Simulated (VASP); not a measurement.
Here is a VASP 6.6.1 calculation.

INCAR

```
PREC     = Accurate       # precision mode
ENCUT    = 520            # plane-wave cutoff, eV
EDIFF    = 1E-7           # SCF threshold, eV
ISMEAR   = 0              # smearing method
SIGMA    = 0.02           # smearing width, eV
LREAL    = F              # projectors in reciprocal space
LASPH    = T              # aspherical terms in the spheres
ALGO     = Normal         # electronic algorithm
NELM     = 100            # most SCF steps
ISIF     = 2              # what is computed and relaxed
LWAVE    = F              # write WAVECAR
LCHARG   = F              # write CHGCAR
IVDW     = 2              # dispersion correction
LVDWSCS  = T
```

KPOINTS

```
k-points
0
Gamma
  6 6 3
```

POSCAR

```
TiTe2
1.0
    3.7770000000      0.0000000000      0.0000000000
   -1.8885000000      3.2709779501      0.0000000000
    0.0000000000      0.0000000000      6.4980000000
Te Ti
2 1
Direct
    0.3333333333      0.6666666667      0.7372000000
    0.6666666667      0.3333333333      0.2628000000
    0.0000000000      0.0000000000      0.0000000000
```

Potentials or basis: VASP PAW PBE potentials, release 64 (Te, Ti_sv).

Launch:

```bash
$ cat potpaw_PBE.64/Te/POTCAR potpaw_PBE.64/Ti_sv/POTCAR > POTCAR
$ mpirun -np 1 vasp_std > vasp.out
```

(1) Predict the pressure.

(2) Predict the Hirshfeld charges.

(3) Predict the dispersion energy per atom.

(4) Predict the band gap on the k mesh.

Results:

(1) -1.5 GPa.

(2) Te -0.12; Ti +0.23 e.

(3) -0.341 eV.

(4) zero (bands 12 and 13 overlap by 0.52 eV).

Caveat: spin-orbit coupling is left out, which moves the levels of the heavy elements.
